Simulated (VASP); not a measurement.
A run of VASP 6.6.1 is set up as follows.

Contents of INCAR:

```
SYSTEM = TiZn14Si5
PREC = Accurate
ENCUT = 520
EDIFF = 1E-6
ISMEAR = 0
SIGMA = 0.1
LREAL = Auto
LASPH = .True.
NELM = 60
ALGO = Fast
ISIF = 2
LWAVE = .False.
LCHARG = .False.
GGA = PE
ISYM = 0
NBANDS = 116
```

File KPOINTS:

```
Automatic mesh
0
Gamma
  2 2 2
  0.5 0.5 0.5
```

POSCAR

```
TiZn14Si5
1.0
    4.2524233381     -2.0481100362     -4.0635585360
    4.6458076107     -2.0968477054      4.4587363283
   -2.2024738316     -7.4635351784     -0.0218962368
Si Ti Zn
5 1 14
Direct
    0.0704869730      0.3294813942      1.0024253235
    0.2728949466     -0.0375885563      0.3483930774
    0.1361243676      0.9704551615      0.0701040304
    0.9107409244      0.7169006474      0.0760738019
    0.7031127016      0.4107166723      0.1818843246
    0.7954969941      0.5440641716      0.8216117457
    0.1496035126      0.3928166603      0.6107476712
    0.9071947744      0.1773290695      0.4279822344
    0.6546883269      0.8927921890      0.5840237090
    0.4429918295      0.6102617983      0.4292584591
    0.2680136187      0.3557654391      0.2758882601
    0.8749494673      0.1078845357      0.8093007173
    0.6629922925      1.0208131842      0.2387237123
    0.5449780488      0.8657293437     -0.0346902412
    0.3286904731      0.6174555077      0.8205941765
    0.0586409183      0.7971287258      0.6052910833
    0.8705713406      0.5951517130      0.4038346163
    0.5659529851      0.2995461388      0.6363112402
    0.4963117680      0.2746209380     -0.0295106660
    0.2889879497      0.0288924903      0.7324520452
```

Potentials or basis: VASP PAW PBE potentials, release 64 (Si, Ti_sv, Zn).

Run with:

```bash
$ cat potpaw_PBE.64/Si/POTCAR potpaw_PBE.64/Ti_sv/POTCAR potpaw_PBE.64/Zn/POTCAR > POTCAR
$ mpirun -np 1 vasp_std > vasp.out
```

Task: What does it give for the largest force?

Result: 0.030 eV/Å.

Task: Estimate the pressure.

Result: 0.2 GPa.

Stress tensor (GPa, compression positive):
```
 0.17 -0.03 -0.02
-0.03  0.25  0.00
-0.02  0.00  0.28
```

Caveat: the k points lie up to 0.51 Å⁻¹ apart.
